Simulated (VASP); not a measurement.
# C32O (a cell with a defect) in VASP: single point with PBE+D3(BJ)

Aim: the single point of C32O (a cell with a defect) with PBE+D3(BJ).

Program: VASP 6.6.1. These are calculated values, not measurements. Logs are shortened: lines on timing, memory, paths and dates and some standing lists are left out, and cuts for length are marked.

## Step 1: The cell of the first run

The cell holds a defect, 33 atoms: a = 6.613 Å, b = 6.619 Å, c = 6.619 Å, α = 96.28°, β = 96.34°, γ = 96.34°.

## Step 2: Single point, PBE+D3(BJ)

INCAR reads:

```
  PREC = Accurate
  ENCUT = 520
  EDIFF = 1E-6
  ISMEAR = 0
  SIGMA = 0.02
  LREAL = Auto
  LASPH = True
  NELM = 60
  ALGO = Normal
  ISIF = 2
  LWAVE = False
  LCHARG = True
  GGA = PE
  IVDW = 12
  LELF = True
  LVHAR = True
  NBANDS = 89
```

KPOINTS reads:

```
Automatic mesh
0
Gamma
  2 2 2
  0.5 0.5 0.5
```

POSCAR reads:

```
C32O
1.0
    5.6709571555      0.0000000000     -3.4026574436
   -2.8677434780     -4.9298468454     -3.3594911955
   -2.8677434780      4.9298468454     -3.3594911955
C O
32 1
Direct
    0.4233057582      0.0482725705      0.5484962240
    0.6595795544      0.7867589175      0.5342687207
    0.9247779781      0.5497155666      0.5497263174
    0.4159698290      0.2905495914      0.2905575024
    0.1617316655      0.2845613883      0.5342267508
    0.6656151936      0.0410158451      0.2906059518
    0.9092635110      0.7867580392      0.2845684018
    0.4233366675      0.5485070765      0.0483095902
    0.1617176279      0.5342045185      0.2845091347
    0.6655896799      0.2905712883      0.0409864556
    0.9235195642      0.0482750693      0.0482833860
    0.4358837828      0.8081466592      0.8081507162
    0.1831645030      0.8081149713      0.0607978404
    0.6595411334      0.5342548222      0.7867557698
    0.9092716903      0.2845841413      0.7867703303
    0.1831604672      0.0607930865      0.8081148828
    0.5829387891      0.9587776323      0.4579815473
    0.8160695939      0.6986743122      0.4410910566
    0.0736166703      0.4410218865      0.4410273633
    0.5838614394      0.2088395215      0.2088366817
    0.3337639171      0.2078888491      0.4579237972
    0.8329892128      0.9587782555      0.2079255179
    0.0852004075      0.7101788704      0.2092261882
    0.5829146628      0.4579651897      0.9587612747
    0.3337532631      0.4579305538      0.2078753212
    0.8329649100      0.2079166925      0.9587738927
    0.0994833658      0.9761025088      0.9760881067
    0.5842712828      0.7101995089      0.7102128967
    0.3511742578      0.7244513959      0.9761261515
    0.8160727311      0.4410883445      0.6986699773
    0.0852077786      0.2092655302      0.7101987392
    0.3511360190      0.9761029553      0.7244460501
    1.0628590769      0.6879357601      0.6878680095
```

Potentials or basis: VASP PAW PBE potentials, release 64 (C, O).

The run is started by

```console
$ cat potpaw_PBE.64/C/POTCAR potpaw_PBE.64/O/POTCAR > POTCAR
$ mpirun -np 1 vasp_std > vasp.out
```

OUTCAR:

```text
PREC = Accurate
   ENCUT = 520
   EDIFF = 1E-6
   ISMEAR = 0
   LREAL = Auto
   LASPH = True
   NELM = 60
   ISIF = 2
   GGA = PE
   IVDW = 12
 IVDW          = 12

 ion  position               nearest neighbor table
   1  0.423  0.048  0.548-  32 1.42  17 1.42  21 1.42
   2  0.660  0.787  0.534-  18 1.41  17 1.42  28 1.44
   3  0.925  0.550  0.550-  33 1.40  30 1.48  18 1.48  19 1.48
   4  0.416  0.291  0.291-  20 1.42  21 1.42  25 1.42
   5  0.162  0.285  0.534-  19 1.41  21 1.42  31 1.44
   6  0.666  0.041  0.291-  20 1.42  22 1.42  17 1.42
   7  0.909  0.787  0.285-  18 1.41  22 1.42  23 1.44
   8  0.423  0.549  0.048-  29 1.42  25 1.42  24 1.42
   9  0.162  0.534  0.285-  19 1.41  25 1.42  23 1.44
[... 21 lines left out ...]
  31  0.085  0.209  0.710-  16 1.41  15 1.44   5 1.44
  32  0.351  0.976  0.724-   1 1.42  16 1.44  12 1.44
  33  0.063  0.688  0.688-   3 1.40

  LATTYP: Found a base centered monoclinic cell.
 ALAT       =     8.8340554103
 B/A-ratio  =     1.1161005034
 C/A-ratio  =     0.7486322134
 COS(beta)  =    -0.1654005518

  Lattice vectors:

 A1 = (  -2.8677434780,  -4.9298468454,  -3.3594911955)
 A2 = (  -2.8677434780,   4.9298468454,  -3.3594911955)
 A3 = (   5.6709571555,   0.0000000000,  -3.4026574436)

Analysis of symmetry for initial positions (statically):
=====================================================================
 Subroutine PRICEL returns:
 Original cell was already a primitive cell.

 Routine SETGRP: Setting up the symmetry group for a
 base centered monoclinic supercell.

 Subroutine GETGRP returns: Found  1 space group operations
 (whereof  1 operations were pure point group operations)
 out of a pool of  4 trial point group operations.

The static configuration has the point symmetry C_1 .

Analysis of symmetry for dynamics (positions and initial velocities):
=====================================================================
 Subroutine PRICEL returns:
 Original cell was already a primitive cell.

 Routine SETGRP: Setting up the symmetry group for a
 base centered monoclinic supercell.

 Subroutine GETGRP returns: Found  1 space group operations
 (whereof  1 operations were pure point group operations)
 out of a pool of  4 trial point group operations.

The dynamic configuration has the point symmetry C_1 .

 Subroutine INISYM returns: Found  1 space group operations
 (whereof  1 operations are pure point group operations),
 and found     1 'primitive' translations

----------------------------------------------------------------------------------------

                                     Primitive cell

  volume of cell :     284.0526

  direct lattice vectors                    reciprocal lattice vectors
     5.670957156  0.000000000 -3.402657444     0.116610618  0.000000000 -0.099541663
    -2.867743478 -4.929846845 -3.359491195    -0.059054477 -0.101423029 -0.098421722
    -2.867743478  4.929846845 -3.359491195    -0.059054477  0.101423029 -0.098421722

  length of vectors
     6.613458455  6.619178474  6.619178474     0.153318554  0.153169506  0.153169506

  position of ions in fractional coordinates (direct lattice)
     0.423305758  0.048272571  0.548496224
     0.659579554  0.786758918  0.534268721
     0.924777978  0.549715567  0.549726317
     0.415969829  0.290549591  0.290557502
     0.161731665  0.284561388  0.534226751
     0.665615194  0.041015845  0.290605952
[... 25 lines left out ...]
     0.351136019  0.976102955  0.724446050
     0.062859077  0.687935760  0.687868010

  ion indices of the primitive-cell ions
   primitive index   ion index
                 1           1
                 2           2
                 3           3
                 4           4
                 5           5
                 6           6
[... 25 lines left out ...]
                32          32
                33          33

----------------------------------------------------------------------------------------

 KPOINTS: Automatic mesh

Automatic generation of k-mesh.
 Grid dimensions read from file:
 generate k-points for:    2    2    2

 Generating k-lattice:

  Cartesian coordinates                     Fractional coordinates (reciprocal lattice)
     0.058305309  0.000000000 -0.049770831     0.500000000 -0.000000000 -0.000000000
    -0.029527238 -0.050711515 -0.049210861     0.000000000  0.500000000  0.000000000
    -0.029527238  0.050711515 -0.049210861     0.000000000  0.000000000  0.500000000

  Length of vectors
     0.076659277  0.076584753  0.076584753

  Shift w.r.t. Gamma in fractional coordinates (k-lattice)
     0.500000000  0.500000000  0.500000000

 Subroutine IBZKPT returns following result:
 ===========================================

 Found      4 irreducible k-points:

 Following reciprocal coordinates:
            Coordinates               Weight
  0.250000  0.250000  0.250000      2.000000
 -0.250000  0.250000  0.250000      2.000000
  0.250000 -0.250000  0.250000      2.000000
 -0.250000 -0.250000  0.250000      2.000000
   k-points           NKPTS =      4   k-points in BZ     NKDIM =      4   number of bands    NBANDS=     89
   number of dos      NEDOS =    301   number of ions     NIONS =     33
   total plane-waves  NPLWV = 125000
   dimension x,y,z NGX =    50 NGY =   50 NGZ =   50
   dimension x,y,z NGXF=   100 NGYF=  100 NGZF=  100
   ions per type =              32   1
   NGX,Y,Z   is equivalent  to a cutoff of  12.57, 12.56, 12.56 a.u.
   NGXF,Y,Z  is equivalent  to a cutoff of  25.14, 25.12, 25.12 a.u.
 SYSTEM =  unknown system
   PREC   = accura    normal or accurate (medium, high low for compatibility)
   ISTART =      0    job   : 0-new  1-cont  2-samecut
   ICHARG =      2    charge: 1-file 2-atom 10-const
   ISPIN  =      1    spin polarized calculation?
   LNONCOLLINEAR =      F non collinear calculations
   LSORBIT =      F    spin-orbit coupling
   LASPH  =      T    aspherical Exc in radial PAW
   ENCUT  =  520.0 eV  38.22 Ry    6.18 a.u.  12.30 12.31 12.31*2*pi/ulx,y,z
   NELM   =     60;   NELMIN=  2; NELMDL= -5     # of ELM steps
   EDIFF  = 0.1E-05   stopping-criterion for ELM
   LREAL  =      T    real-space projection
   EDIFFG = 0.1E-04   stopping-criterion for IOM
   NSW    =      0    number of steps for IOM
   IBRION =     -1    ionic relax: 0-MD 1-quasi-New 2-CG
   NFREE  =      0    steps in history (QN), initial steepest desc. (CG)
   ISIF   =      2    stress and relaxation
   ISYM   =      2    0-nonsym 1-usesym 2-fastsym
   POTIM  = 0.5000    time-step for ionic-motion
   TEBEG  =    0.0;   TEEND  =   0.0 temperature during run
   PSTRESS=    0.0 pullay stress
   NELECT =     134.0000    total number of electrons
   NUPDOWN=      -1.0000    fix difference up-down
   EMIN   =  10.00;   EMAX   =-10.00  energy-range for DOS
   EFERMI =   0.00;   METHOD = LEGACY
   ISMEAR =     0;   SIGMA  =   0.02  broadening in eV -4-tet -1-fermi 0-gaus
   EFERMI_NEDOS =   21; number of points for ismear=-14 and -15
   IALGO  =     38    algorithm
   IMIX   =      4    mixing-type and parameters
     AMIX     =   0.40;   BMIX     =  1.00
     AMIX_MAG =   1.60;   BMIX_MAG =  1.00
  volume/ion in A,a.u.               =       8.61        58.09
  Fermi-wavevector in a.u.,A,eV,Ry     =   1.274413  2.408291 22.097606  1.624128
  Thomas-Fermi vector in A             =   2.407182
   LORBIT       =      0    0 simple, 1 ext, 2 COOP (PROOUT), +10 PAW based schemes
   GGA     = PE    functional components
   LHFCALC =     F    Hartree Fock is set to
   AEXX    =    0.0000 exact exchange contribution
   IVDW    =    12    specifies the selected vdW correction
   LEPSILON=     F    determine dielectric tensor
   LRPA    =     F    only Hartree local field effects (RPA)
 non-spin polarized calculation
 Gauss-broadening in eV      SIGMA  =   0.02
  energy-cutoff  :      520.00
  volume of cell :      284.05
 maximum number of plane-waves:      7645
 NGX is ok and might be reduce to    50
   NGX = 25   NGY = 25   NGZ = 25

 number of electron     133.9999994 magnetization

 Free energy of the ion-electron system (eV)
  ---------------------------------------------------
  ext. energy  EPLUGINS =         0.00000000
  ---------------------------------------------------
  free energy    TOTEN  =      -297.26224378 eV

  energy without entropy =     -297.26224378  energy(sigma->0) =     -297.26224378

 E-fermi :   4.1937     XC(G=0): -10.4876

 val. band max:        4.0977786967   @ k =   0.2500   0.2500   0.2500
 cond. band min:       4.6707268503   @ k =   0.2500   0.2500   0.2500
 fundamental gap:      0.5729481536
 Fermi energy:         4.1937228330

 k-point     1 :       0.2500    0.2500    0.2500
  band No.  band energies     occupation
      1     -15.9906      2.00000
      2     -14.5308      2.00000
      3     -13.4082      2.00000
      4     -13.4080      2.00000
      5     -13.2487      2.00000
      6     -13.1619      2.00000
[... 71 lines left out ...]
     78      11.4139      0.00000
     79      11.4166      0.00000

 k-point     2 :      -0.2500    0.2500    0.2500
  band No.  band energies     occupation
      1     -15.9856      2.00000
      2     -14.3896      2.00000
      3     -14.0745      2.00000
      4     -13.6532      2.00000
      5     -13.2232      2.00000
      6     -12.3205      2.00000
[... 71 lines left out ...]
     78       9.9383      0.00000
     79      10.3234      0.00000

 k-point     3 :       0.2500   -0.2500    0.2500
  band No.  band energies     occupation
      1     -15.9856      2.00000
      2     -14.3896      2.00000
      3     -14.0747      2.00000
      4     -13.6532      2.00000
      5     -13.2230      2.00000
      6     -12.3207      2.00000
[... 71 lines left out ...]
     78       9.9382      0.00000
     79      10.3225      0.00000

 k-point     4 :      -0.2500   -0.2500    0.2500
  band No.  band energies     occupation
      1     -15.9856      2.00000
      2     -14.3897      2.00000
      3     -14.0745      2.00000
      4     -13.6533      2.00000
      5     -13.2230      2.00000
      6     -12.3209      2.00000
[... 71 lines left out ...]
     78       9.9381      0.00000
     79      10.3225      0.00000
 [bands above 79 left out]

------------------------ aborting loop because EDIFF is reached ----------------------------------------

 Edisp (eV)   -5.16164

 E8    (eV) :    -1.4588

  FORCE on cell =-STRESS in cart. coord.  units (eV):
  Direction    XX          YY          ZZ          XY          YZ          ZX
  --------------------------------------------------------------------------------------
  -------------------------------------------------------------------------------------
  Total       3.34664     3.28205     5.45935    -0.00634     0.00199    -0.00078
  in kB      18.87644    18.51216    30.79303    -0.03579     0.01125    -0.00441
  external pressure =       22.73 kB  Pullay stress =        0.00 kB

 VOLUME and BASIS-vectors are now :
 -----------------------------------------------------------------------------
  energy-cutoff  :      520.00
  volume of cell :      284.05
      direct lattice vectors                 reciprocal lattice vectors
     5.670957156  0.000000000 -3.402657444     0.116610618  0.000000000 -0.099541663
    -2.867743478 -4.929846845 -3.359491195    -0.059054477 -0.101423029 -0.098421722
    -2.867743478  4.929846845 -3.359491195    -0.059054477  0.101423029 -0.098421722

 POSITION                                       TOTAL-FORCE (eV/Angst)
 -----------------------------------------------------------------------------------
      0.68917      2.46603     -3.44520         0.004973     -0.013805      0.005487
     -0.04792     -1.24474     -6.68230         0.000543     -0.002426      0.000830
      2.09146      0.00005     -6.84027         0.003456     -0.004040      0.213300
      0.69248      0.00004     -3.36763        -0.004392     -0.003913     -0.007136
     -1.43090      1.23081     -3.30103        -0.002933     -0.002378      0.001773
      2.82367      1.23044     -3.37894         0.008206      0.002799     -0.005969
[... 25 lines left out ...]
     -2.88546     -1.24063     -6.90777        -0.000963      0.010884     -0.000769
     -3.58898     -0.00033     -4.83589        -0.000113      0.000513     -0.240742
 -----------------------------------------------------------------------------------
    total drift:                                0.038243     -0.000599      0.029637

  FREE ENERGIE OF THE ION-ELECTRON SYSTEM (eV)
  ---------------------------------------------------
  free  energy   TOTEN  =      -302.4238825030 eV

  energy  without entropy=     -302.4238825030  energy(sigma->0) =     -302.42388250
```

Run time: 6.9 min. Hardware: 1 thread of Intel Xeon 8259CL, shared host; peak memory 0.36 GiB.

What came out:

```yaml
Free_energy: -302.4239 eV
Pressure: 2.3 GPa
Largest_force: 0.241 eV/Å
Band_gap_on_the_k_mesh: 0.57 eV
Dispersion_energy_per_atom: -0.156 eV
```

Forces on the atoms (eV/Å):
```
C    0.005 -0.014  0.005
C    0.001 -0.002  0.001
C    0.003 -0.004  0.213
C   -0.004 -0.004 -0.007
C   -0.003 -0.002  0.002
C    0.008  0.003 -0.006
C   -0.006  0.003  0.004
C    0.005  0.008  0.008
C   -0.010  0.010  0.000
C    0.004 -0.005 -0.007
C   -0.012 -0.004  0.004
C   -0.001  0.001 -0.004
C    0.009 -0.005 -0.008
C    0.012  0.002  0.001
C   -0.009 -0.002  0.005
C    0.004 -0.001 -0.009
C    0.001 -0.004 -0.001
C    0.009  0.023  0.019
C   -0.022 -0.005  0.010
C    0.005  0.002  0.003
C   -0.002  0.007 -0.001
C   -0.003 -0.001 -0.002
C   -0.002 -0.003 -0.002
C    0.003  0.009 -0.002
C    0.002  0.002 -0.002
C    0.002  0.004 -0.003
C    0.007  0.005  0.007
C   -0.003 -0.004 -0.006
C   -0.008 -0.012  0.001
C    0.001 -0.020  0.019
C    0.005  0.005 -0.001
C   -0.001  0.011 -0.001
O    0.000  0.001 -0.241
```

Stress tensor (GPa, compression positive):
```
1.89 0.00 0.00
0.00 1.85 0.00
0.00 0.00 3.08
```

Caveat: semilocal functionals underestimate gaps, and a narrow one can read as zero.
